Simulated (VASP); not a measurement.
# Ni: single point with PBEsol

Ni:

```
CELL_PARAMETERS angstrom
2.44663 0.00000 0.00000
-1.22331 2.11884 0.00000
0.00000 0.00000 8.02144
ATOMIC_POSITIONS crystal
Ni 0.00000 0.00000 0.00000
Ni 0.00000 0.00000 0.50000
Ni 0.33333 0.66667 0.75000
Ni 0.66667 0.33333 0.25000
```

```yaml
Program: VASP 6.6.1
Task: single point
Functional: PBEsol
Potentials_or_basis: VASP PAW PBE potentials, release 64 (Ni)
Cutoff: 520 eV
k_mesh: 21 × 21 × 6
Occupations: gaussian, width 0.1 eV
Spin: collinear spin, ferromagnetic start
Starting_moments: "[0.71, 0.71, 0.71, 0.71] μB"
```

| Item | Value |
| --- | --- |
| Pressure | -0.2 GPa |
| Net moment | 2.44 μB per cell |
| Site moments | Ni +0.61, +0.62 μB |
| Valence electrons inside the program's atomic spheres | Ni 9.40 |

Levels at points of the mesh, in eV from the Fermi level:
Spin up:
| k point | band 18 | band 19 | band 20 | band 21 | band 22 | band 23 | band 24 | band 25 |
| --- | --- | --- | --- | --- | --- | --- | --- | --- |
| (0.00, 0.00, 0.00) | -1.22 | -1.22 | -0.98 | -0.98 | -0.62 | -0.62 | -0.48 | 5.92 |
| (0.00, 0.00, 0.50) | -1.36 | -1.36 | -1.36 | -0.78 | -0.78 | -0.78 | -0.78 | 9.01 |
Spin down:
```tsv
k point	band 16	band 17	band 18	band 19	band 20	band 21
(0.00, 0.00, 0.00)	-0.91	-0.91	-0.57	-0.57	-0.50	-0.31
(0.00, 0.00, 0.50)	-1.70	-0.74	-0.74	-0.74	-0.74	-0.08
```

Run time: 3.5 min on 1 thread of Intel(R) Xeon(R) 6975P-C (Granite Rapids) (shared host), peak memory 0.42 GiB.

Caveat: the PAW data sets were made with another functional, which shifts forces and pressure a little.
